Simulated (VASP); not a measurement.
# Cu36B (a cell with a defect) in VASP: a series of runs

Cu36B (a cell with a defect) is run at these levels: PBE; tasks: single point.

Program: VASP 6.6.1. These are calculated values, not measurements. Logs are shortened: lines on timing, memory, paths and dates and some standing lists are left out, and cuts for length are marked.

### 1 The cell of the first run

The cell holds a defect, 37 atoms: a = 7.701 Å, b = 7.701 Å, c = 10.268 Å, α = 60.00°, β = 60.00°, γ = 60.00°.

### 2 Single point, PBE

Contents of INCAR:

```
PREC = Accurate ; ENCUT = 520
EDIFF = 1E-6 ; ISMEAR = 1
SIGMA = 0.1 ; LREAL = Auto
LASPH = True ; NELM = 100
ALGO = Normal ; ISIF = 2
LWAVE = False ; LCHARG = False
GGA = PE ; NBANDS = 224
```

Contents of KPOINTS:

```
regular mesh
0
Gamma
  1 1 1
```

Contents of POSCAR:

```
Cu36B
1.0
    0.0000000000      5.4455251000      5.4455251000
    5.4455251000      0.0000000000      5.4455251000
    7.2607001300      7.2607001300      0.0000000000
Cu B
36 1
Direct
    0.0035495200     -0.0058517773     -0.0024169845
   -0.0053157408      0.0012995992      0.2475010630
   -0.0010804284      0.0081227245      0.4987475636
    0.0065094733     -0.0028060655      0.7484262403
   -0.0000078964      0.3266028468      0.0044957097
   -0.0003250375      0.3239351518      0.2528665235
   -0.0001098149      0.3380976061      0.5015879922
    0.0031439576      0.3323125808      0.7537945931
    0.0090802997      0.6589537160     -0.0042690098
   -0.0059626940      0.6631474346      0.2490056011
    0.0116755499      0.6697724155      0.4999795385
   -0.0139685335      0.6645772324      0.7661277701
    0.3371367253      0.0010060554     -0.0095648489
    0.3395285057     -0.0237881559      0.2500188642
    0.3368474052      0.0083633808      0.5004978769
    0.3399425154      0.0015714738      0.7483042135
    0.3333782265      0.3217057066      0.0049020755
    0.3311933132      0.3242536702      0.2482896233
    0.3313726348      0.3352106485      0.5038807463
    0.3306488294      0.3333374590      0.7574256479
    0.3370281959      0.6617820015     -0.0068138746
    0.3159237114      0.6748097626      0.2243340822
    0.3010180781      0.6831112577      0.5462826489
    0.3420299174      0.6636060680      0.7612000773
    0.6705010872     -0.0019172623     -0.0072260938
    0.6651480681     -0.0000026627      0.2464738204
    0.6719045331      0.0055127833      0.4965034963
    0.6742448033      0.0023599193      0.7434741696
    0.6670240121      0.3301591613     -0.0001118349
    0.6615018632      0.3423746959      0.2461258512
    0.6566470514      0.3458197264      0.5040380314
    0.6701347314      0.3337686388      0.7507665104
    0.6609122048      0.6698318221     -0.0038304846
    0.6923341516      0.6670392539      0.2280252552
    0.6690725748      0.6724357032      0.5003680685
    0.6764670867      0.6685701440      0.7452922450
    0.4447048642      0.5833050884      0.3750061910
```

Potentials or basis: VASP PAW PBE potentials, release 64 (Cu, B).

The run is started by

```console
> cat potpaw_PBE.64/Cu/POTCAR potpaw_PBE.64/B/POTCAR > POTCAR
> mpirun -np 1 vasp_gam > vasp.out
```

OUTCAR:

```text
PREC = Accurate
   ENCUT = 520
   EDIFF = 1E-6
   ISMEAR = 1
   LREAL = Auto
   LASPH = True
   NELM = 100
   ISIF = 2
   GGA = PE

 ion  position               nearest neighbor table
   1  0.004  0.994  0.998-   4 2.54   8 2.56  13 2.56   2 2.56  21 2.56  10 2.57   9 2.57  25 2.57
                            16 2.58  26 2.58   5 2.58  29 2.59
   2  0.995  0.001  0.248-   5 2.50  22 2.51  27 2.52   6 2.53  26 2.55   1 2.56  14 2.58  11 2.58
                            30 2.60  10 2.60   3 2.62  13 2.64
   3  0.999  0.008  0.499-  23 2.45   6 2.48  28 2.51  27 2.54  11 2.55   4 2.55   7 2.56  14 2.60
                            15 2.61  31 2.62   2 2.62  12 2.70
   4  0.007  0.997  0.748-   1 2.54  15 2.55  25 2.55   3 2.55  12 2.56  28 2.56   9 2.57  24 2.58
                             7 2.58  16 2.58  32 2.59   8 2.60
   5  1.000  0.327  0.004-   2 2.50  12 2.53   6 2.54   8 2.54  20 2.54  30 2.55   9 2.55  17 2.55
                            13 2.55  29 2.57   1 2.58  33 2.63
   6  1.000  0.324  0.253-   3 2.48  34 2.51  18 2.53   2 2.53   5 2.54  17 2.56  30 2.57  10 2.57
                             9 2.61   7 2.61  31 2.61  14 2.65
   7  1.000  0.338  0.502-  32 2.55  10 2.55  19 2.55   3 2.56  35 2.56  15 2.57  18 2.58   8 2.58
                             4 2.58  11 2.59  31 2.60   6 2.61
   8  0.003  0.332  0.754-   5 2.54  20 2.54  19 2.55  36 2.55   1 2.56  29 2.56  12 2.56  16 2.57
                            32 2.57   7 2.58   4 2.60  11 2.60
   9  0.009  0.659  0.996-  34 2.41  12 2.43  24 2.49  21 2.52  17 2.55   5 2.55  10 2.56   1 2.57
[... 13 lines left out ...]
  16  0.340  0.002  0.748-  13 2.47  15 2.53  24 2.53  19 2.54  28 2.55  20 2.57  21 2.57   8 2.57
                            27 2.57   1 2.58  36 2.58   4 2.58
  17  0.333  0.322  0.005-  18 2.50  20 2.51  13 2.53  25 2.55   9 2.55   5 2.55   6 2.56  24 2.57
                            21 2.57  29 2.58  14 2.59  32 2.60
  18  0.331  0.324  0.248-  17 2.50  15 2.52   6 2.53  22 2.53  26 2.54  29 2.57   7 2.58  10 2.60
                            30 2.60  21 2.61  14 2.64  19 2.67
  19  0.331  0.335  0.504-  37 2.04  15 2.51  11 2.52  16 2.54   8 2.55  31 2.55   7 2.55  27 2.58
                            20 2.59  30 2.60  18 2.67  22 2.76
  20  0.331  0.333  0.757-  23 2.46  13 2.48  17 2.51   5 2.54   8 2.54  31 2.56  16 2.57  32 2.58
                            19 2.59  28 2.60  12 2.60  24 2.61
  21  0.337  0.662  0.993-  22 2.35  24 2.36   9 2.52  33 2.54  29 2.55   1 2.56  16 2.57  17 2.57
                            36 2.58  13 2.60  18 2.61  10 2.63
  22  0.316  0.675  0.224-  37 1.90  21 2.35  10 2.41  13 2.47   2 2.51  33 2.51  18 2.53  14 2.56
                            11 2.62  30 2.63  19 2.76
  23  0.301  0.683  0.546-  37 1.86  24 2.30  12 2.36  15 2.44   3 2.45  20 2.46  11 2.56  35 2.59
                            31 2.69  14 2.71
  24  0.342  0.664  0.761-  23 2.30  21 2.36   9 2.49  36 2.52  16 2.53  32 2.54  17 2.57   4 2.58
                            35 2.60  20 2.61  15 2.67  12 2.71
  25  0.671  0.998  0.993-  34 2.49  28 2.53  32 2.54  17 2.55  33 2.55   4 2.55  13 2.57   1 2.57
                            29 2.58  26 2.59  14 2.60   9 2.61
  26  0.665  1.000  0.246-  18 2.54  29 2.54   2 2.55  34 2.56  10 2.56  35 2.57  15 2.57   1 2.58
                            14 2.59  25 2.59  27 2.62  30 2.62
  27  0.672  0.006  0.497-   2 2.52  28 2.53   3 2.54  15 2.55  35 2.56  16 2.57  36 2.57  19 2.58
                            30 2.58  11 2.60  31 2.60  26 2.62
  28  0.674  0.002  0.743-   3 2.51  12 2.51  25 2.53  27 2.53  36 2.55  16 2.55  31 2.56   4 2.56
                            13 2.57  32 2.57  33 2.58  20 2.60
  29  0.667  0.330  1.000-  32 2.53  26 2.54  21 2.55  30 2.56   8 2.56  18 2.57  33 2.57   5 2.57
                            17 2.58  25 2.58   1 2.59  36 2.61
  30  0.662  0.342  0.246-  37 2.26  34 2.54  33 2.54   5 2.55  29 2.56   6 2.57  27 2.58  19 2.60
                             2 2.60  18 2.60  26 2.62  22 2.63  31 2.64
  31  0.657  0.346  0.504-  37 2.13  32 2.54  35 2.55  19 2.55  28 2.56  20 2.56   7 2.60  27 2.60
                             6 2.61   3 2.62  30 2.64  34 2.67  23 2.69
  32  0.670  0.334  0.751-  29 2.53  24 2.54  25 2.54  31 2.54   7 2.55  28 2.57   8 2.57  36 2.58
                            20 2.58  35 2.59   4 2.59  17 2.60
  33  0.661  0.670  0.996-  12 2.44  34 2.50  22 2.51  13 2.52  36 2.52  21 2.54  30 2.54  25 2.55
                            29 2.57  28 2.58   5 2.63   9 2.64
  34  0.692  0.667  0.228-  37 1.93   9 2.41  10 2.42  25 2.49  33 2.50   6 2.51  30 2.54  14 2.56
                            26 2.56  31 2.67  35 2.73
  35  0.669  0.672  0.500-  36 2.53  10 2.54  31 2.55  27 2.56   7 2.56  26 2.57  15 2.57  32 2.59
                            23 2.59  24 2.60  11 2.63  34 2.73
  36  0.676  0.669  0.745-  12 2.48  24 2.52  33 2.52  35 2.53  11 2.55  28 2.55   8 2.55  27 2.57
                            32 2.58  16 2.58  21 2.58  29 2.61
  37  0.445  0.583  0.375-  23 1.86  22 1.90  34 1.93  19 2.04  31 2.13  30 2.26  14 2.48

  LATTYP: Found a base centered monoclinic cell.
 ALAT       =    13.3387578765
 B/A-ratio  =     0.5773502692
 C/A-ratio  =     0.7698003586
 COS(beta)  =    -0.5773502692

  Lattice vectors:

 A1 = (   0.0000000000,  -5.4455251000,  -5.4455251000)
 A2 = (  -5.4455251000,   0.0000000000,  -5.4455251000)
 A3 = (   7.2607001300,   7.2607001300,   0.0000000000)

Analysis of symmetry for initial positions (statically):
=====================================================================
 Subroutine PRICEL returns:
 Original cell was already a primitive cell.

[... 141 lines left out ...]
 Subroutine IBZKPT returns following result:
 ===========================================

 Found      1 irreducible k-points:

 Following reciprocal coordinates:
            Coordinates               Weight
  0.000000  0.000000  0.000000      1.000000
   k-points           NKPTS =      1   k-points in BZ     NKDIM =      1   number of bands    NBANDS=    224
   number of dos      NEDOS =    301   number of ions     NIONS =     37
   total plane-waves  NPLWV = 288000
   dimension x,y,z NGX =    60 NGY =   60 NGZ =   80
   dimension x,y,z NGXF=   120 NGYF=  120 NGZF=  160
   ions per type =              36   1
   NGX,Y,Z   is equivalent  to a cutoff of  12.95, 12.95, 12.95 a.u.
   NGXF,Y,Z  is equivalent  to a cutoff of  25.90, 25.90, 25.90 a.u.
 SYSTEM =  unknown system
   PREC   = accura    normal or accurate (medium, high low for compatibility)
   ISTART =      0    job   : 0-new  1-cont  2-samecut
   ICHARG =      2    charge: 1-file 2-atom 10-const
   ISPIN  =      1    spin polarized calculation?
   LNONCOLLINEAR =      F non collinear calculations
   LSORBIT =      F    spin-orbit coupling
   LASPH  =      T    aspherical Exc in radial PAW
   ENCUT  =  520.0 eV  38.22 Ry    6.18 a.u.  14.32 14.32 19.09*2*pi/ulx,y,z
   NELM   =    100;   NELMIN=  2; NELMDL= -5     # of ELM steps
   EDIFF  = 0.1E-05   stopping-criterion for ELM
   LREAL  =      T    real-space projection
   EDIFFG = 0.1E-04   stopping-criterion for IOM
   NSW    =      0    number of steps for IOM
   IBRION =     -1    ionic relax: 0-MD 1-quasi-New 2-CG
   NFREE  =      0    steps in history (QN), initial steepest desc. (CG)
   ISIF   =      2    stress and relaxation
   ISYM   =      2    0-nonsym 1-usesym 2-fastsym
   POTIM  = 0.5000    time-step for ionic-motion
   TEBEG  =    0.0;   TEEND  =   0.0 temperature during run
   PSTRESS=    0.0 pullay stress
   NELECT =     399.0000    total number of electrons
   NUPDOWN=      -1.0000    fix difference up-down
   EMIN   =  10.00;   EMAX   =-10.00  energy-range for DOS
   EFERMI =   0.00;   METHOD = LEGACY
   ISMEAR =     1;   SIGMA  =   0.10  broadening in eV -4-tet -1-fermi 0-gaus
   EFERMI_NEDOS =   21; number of points for ismear=-14 and -15
   IALGO  =     38    algorithm
   IMIX   =      4    mixing-type and parameters
     AMIX     =   0.40;   BMIX     =  1.00
     AMIX_MAG =   1.60;   BMIX_MAG =  1.00
  volume/ion in A,a.u.               =      11.64        78.54
  Fermi-wavevector in a.u.,A,eV,Ry     =   1.596013  3.016027 34.657547  2.547258
  Thomas-Fermi vector in A             =   2.693842
   LORBIT       =      0    0 simple, 1 ext, 2 COOP (PROOUT), +10 PAW based schemes
   GGA     = PE    functional components
   LHFCALC =     F    Hartree Fock is set to
   AEXX    =    0.0000 exact exchange contribution
   IVDW    =     0    specifies the selected vdW correction
   LEPSILON=     F    determine dielectric tensor
   LRPA    =     F    only Hartree local field effects (RPA)
 non-spin polarized calculation
 Methfessel and Paxton  Order N= 1 SIGMA  =   0.10
  energy-cutoff  :      520.00
  volume of cell :      430.61
 maximum number of plane-waves:      5800
 NGX is ok and might be reduce to    60
   NGX = 29   NGY = 29   NGZ = 39

 number of electron     399.0000029 magnetization

 Free energy of the ion-electron system (eV)
  ---------------------------------------------------
  ext. energy  EPLUGINS =         0.00000000
  ---------------------------------------------------
  free energy    TOTEN  =      -145.57000637 eV

  energy without entropy =     -145.54307873  energy(sigma->0) =     -145.56103049

 E-fermi :   8.1465     XC(G=0): -12.7288

 val. band max:        7.9133332827   @ k =   0.0000   0.0000   0.0000
 cond. band min:       8.1467660904   @ k =   0.0000   0.0000   0.0000
 fundamental gap:      0.2334328077
 Fermi energy:         8.1464977150

 k-point     1 :       0.0000    0.0000    0.0000
  band No.  band energies     occupation
      1      -2.4052      2.00000
      2      -0.8186      2.00000
      3       0.1840      2.00000
      4       0.6998      2.00000
      5       1.0498      2.00000
      6       1.1400      2.00000
[... 203 lines left out ...]
    210      10.4381      0.00000
    211      10.7159      0.00000
 [bands above 211 left out]

------------------------ aborting loop because EDIFF is reached ----------------------------------------

  FORCE on cell =-STRESS in cart. coord.  units (eV):
  Direction    XX          YY          ZZ          XY          YZ          ZX
  --------------------------------------------------------------------------------------
  -------------------------------------------------------------------------------------
  Total        6.9776479      3.3948525      0.4743242     18.8725892     -0.8749735     -6.9938585
  in kB       25.9616092     12.6311667      1.7648096     70.2189036     -3.2554983    -26.0219235
  external PRESSURE =      13.4525285 kB  Pullay stress =       0.0000000 kB

 VOLUME and BASIS-vectors are now :
 -----------------------------------------------------------------------------
  energy-cutoff  :      520.00
  volume of cell :      430.61
      direct lattice vectors                 reciprocal lattice vectors
     0.000000000  5.445525100  5.445525100    -0.091818510  0.091818510  0.091818510
     5.445525100  0.000000000  5.445525100     0.091818510 -0.091818510  0.091818510
     7.260700130  7.260700130  0.000000000     0.068863882  0.068863882 -0.068863882

 POSITION                                       TOTAL-FORCE (eV/Angst)
 -----------------------------------------------------------------------------------
     12.65681      7.26248      5.43299         0.001774     -0.000458      0.003783
      1.80411      7.21361      5.42366         0.089013     -0.025553     -0.007708
      3.66549      9.06090      5.48387         0.078055     -0.137282     -0.011570
     10.86434      5.46955      5.46569        -0.017094     -0.016522     -0.004599
      1.81117      5.47812      7.22401        -0.009748     -0.006897      0.013850
      3.59998      7.27974      7.20775        -0.027909     -0.002512      0.069426
[... 29 lines left out ...]
      9.05206      9.09506      7.32443         0.007540     -0.010009     -0.017633
      5.89921      5.14446      5.59805        -0.652451      0.642463     -0.059221
 -----------------------------------------------------------------------------------
    total drift:                               -0.000368     -0.000473     -0.000117

  FREE ENERGIE OF THE ION-ELECTRON SYSTEM (eV)
  ---------------------------------------------------
  free  energy   TOTEN  =      -145.5700063697 eV

  energy  without entropy=     -145.5430787347  energy(sigma->0) =     -145.56103049
```

Wall time 4.6 min (1 thread of Intel Xeon Platinum 8488C (Sapphire Rapids), shared host); peak memory 0.61 GiB.

What came out:

```yaml
Free_energy: -145.5700 eV
Pressure: 1.3 GPa
Largest_force: 0.918 eV/Å
```

Forces on the atoms (eV/Å):
```
Cu   0.002  0.000  0.004
Cu   0.089 -0.026 -0.008
Cu   0.078 -0.137 -0.012
Cu  -0.017 -0.017 -0.005
Cu  -0.010 -0.007  0.014
Cu  -0.028 -0.003  0.069
Cu   0.022 -0.050 -0.014
Cu   0.006 -0.005 -0.022
Cu  -0.054 -0.005  0.071
Cu   0.034  0.026  0.049
Cu   0.014 -0.030 -0.051
Cu   0.022 -0.049 -0.024
Cu   0.056 -0.033  0.030
Cu  -0.013  0.139 -0.086
Cu   0.020 -0.046 -0.018
Cu   0.000  0.029 -0.043
Cu  -0.020  0.043 -0.017
Cu   0.038 -0.001  0.044
Cu  -0.019 -0.003 -0.173
Cu   0.006 -0.102  0.076
Cu   0.005  0.030  0.008
Cu   0.194 -0.029  0.072
Cu   0.050 -0.344  0.019
Cu  -0.102 -0.049  0.000
Cu   0.013  0.014  0.015
Cu   0.055  0.004  0.023
Cu   0.026 -0.015 -0.047
Cu   0.030  0.024 -0.054
Cu   0.019  0.024  0.003
Cu   0.090 -0.019  0.047
Cu   0.042 -0.026 -0.050
Cu   0.002  0.002  0.000
Cu   0.059  0.021 -0.027
Cu  -0.067  0.075  0.235
Cu   0.004 -0.069 -0.051
Cu   0.008 -0.010 -0.018
B   -0.652  0.642 -0.059
```

Stress tensor (GPa, compression positive):
```
 2.60  7.02 -2.60
 7.02  1.26 -0.33
-2.60 -0.33  0.18
```

Levels at points of the mesh, in eV from the Fermi level:
| k point | band 197 | band 198 | band 199 | band 200 | band 201 | band 202 |
| --- | --- | --- | --- | --- | --- | --- |
| (0.00, 0.00, 0.00) | -1.26 | -0.97 | -0.23 | 0.00 | 0.31 | 0.31 |

Caveat: the k points lie up to 1.00 Å⁻¹ apart.

(Part 1 of 2 ends here.)
